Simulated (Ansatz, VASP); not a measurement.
# NaI in VASP and in Ansatz

INCAR

```
PREC     = Accurate       # precision mode
ENCUT    = 520            # plane-wave cutoff, eV
EDIFF    = 1E-6           # SCF threshold, eV
ISMEAR   = 0              # smearing method
SIGMA    = 0.01           # smearing width, eV
LREAL    = False          # projectors in reciprocal space
LASPH    = True           # aspherical terms in the spheres
NELM     = 80             # most SCF steps
ALGO     = Normal         # electronic algorithm
ISIF     = 2              # what is computed and relaxed
LWAVE    = False          # write WAVECAR
LCHARG   = False          # write CHGCAR
GGA      = PS             # functional
NBANDS   = 14             # bands
```

Contents of KPOINTS:

```
regular mesh
0
Gamma
  4 4 4
```

POSCAR

```
NaI
1.0
    0.0000000000      3.2364000000      3.2364000000
    3.2364000000      0.0000000000      3.2364000000
    3.2364000000      3.2364000000      0.0000000000
Na I
1 1
Direct
   -0.0020018823      0.0086418823     -0.0000118823
    0.5179100000      0.5248900000      0.4300800000
```

Input for Ansatz:

```yaml
crystal:
  lattice:
    - [0.0, 3.2364, 3.2364]
    - [3.2364, 0.0, 3.2364]
    - [3.2364, 3.2364, 0.0]
  atoms:
    - { symbol: Na, position: [-0.002001882338400692, 0.008641882338400691, -1.1882338400691968e-05] }
    - { symbol: I, position: [0.51791, 0.52489, 0.43008] }
basis:
  ecutwfc: 540.0
  xc_grid: 2
kpoints:
  mp_grid:
    grid: [4, 4, 4]
hamiltonian:
  xc: pbesol
scf:
  convergence:
    dr2_threshold: 1.0e-09
  occupations:
    method: fixed
output:
  forces: true
  stress: true
```

Alike in both runs: task single point; functional PBEsol; k mesh 4 × 4 × 4; no spin polarisation.

|  | VASP | Ansatz |
| --- | --- | --- |
| version | VASP 6.6.1 | Ansatz 0.2.0 |
| potentials or method | VASP PAW PBE potentials, release 64 (Na_pv, I), cutoff 520 eV | plane waves, PAW |
| occupations | gaussian, width 0.01 eV | fixed |
| valence electrons in the cell | 14 | 26 |

```tsv
	VASP	Ansatz	Ansatz less VASP
pressure (GPa)	-0.1	-0.1	-0.04
traceless stress, the component that is largest in VASP (GPa)	-0.18	-0.17	+0.002
rms of the force components (eV/Å)	0.131	0.129	-0.0021
```

VASP's potentials were made for PBE, not for PBEsol. Atom by atom the forces differ by 0.002 eV/Å (rms over components). VASP's potentials hold 14 valence electrons a cell and Ansatz's 26, so a difference there can come from the potentials and not from the codes. Ansatz's warnings: stress scf threshold loose.

The k mesh is coarse, so the values compare programs but aren't converged. Spin-orbit coupling is off throughout.
